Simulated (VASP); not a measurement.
Here is a VASP 6.6.1 calculation.

File INCAR:

```
PREC     = Accurate       # precision mode
ENCUT    = 600            # plane-wave cutoff, eV
EDIFF    = 1E-6           # SCF threshold, eV
ISMEAR   = -1             # smearing method
SIGMA    = 0.05           # smearing width, eV
LREAL    = F              # projectors in reciprocal space
LASPH    = T              # aspherical terms in the spheres
NELM     = 60             # most SCF steps
ALGO     = Normal         # electronic algorithm
ISIF     = 3              # what is computed and relaxed
LWAVE    = F              # write WAVECAR
LCHARG   = F              # write CHGCAR
GGA      = B5             # functional
ALDAX    = 1.0          
AGGAX    = 1.0          
AGGAC    = 1.0          
ALDAC    = 0.0          
IVDW     = 13             # dispersion correction
VDW_S6   = 1.0          
VDW_S8   = 2.34076671   
VDW_A1   = 0.44488865   
VDW_A2   = 4.0933009    
IBRION   = 2              # ionic algorithm
NSW      = 80             # ionic steps
EDIFFG   = -0.01          # ionic threshold
```

File KPOINTS:

```
Automatic mesh
0
Gamma
  8 8 8
```

File POSCAR:

```
ZnSe
1.0
    0.0000000000      2.8338000000      2.8338000000
    2.8338000000      0.0000000000      2.8338000000
    2.8338000000      2.8338000000      0.0000000000
Se Zn
1 1
Direct
    0.7500000000      0.7500000000      0.7500000000
    0.0000000000      0.0000000000      0.0000000000
```

Potentials or basis: VASP PAW PBE potentials, release 64 (Se, Zn).

The run is started by

```bash
$ cat potpaw_PBE.64/Se/POTCAR potpaw_PBE.64/Zn/POTCAR > POTCAR
$ mpirun -np 1 vasp_std > vasp.out
```

(1) Predict the space group after relaxing (to 0.05 Å).

(2) Estimate the relaxed cell.

Results:

(1) F-43m (No. 216).

(2) a = 4.028 Å, b = 4.028 Å, c = 4.028 Å, α = 60.00°, β = 60.00°, γ = 60.00°.
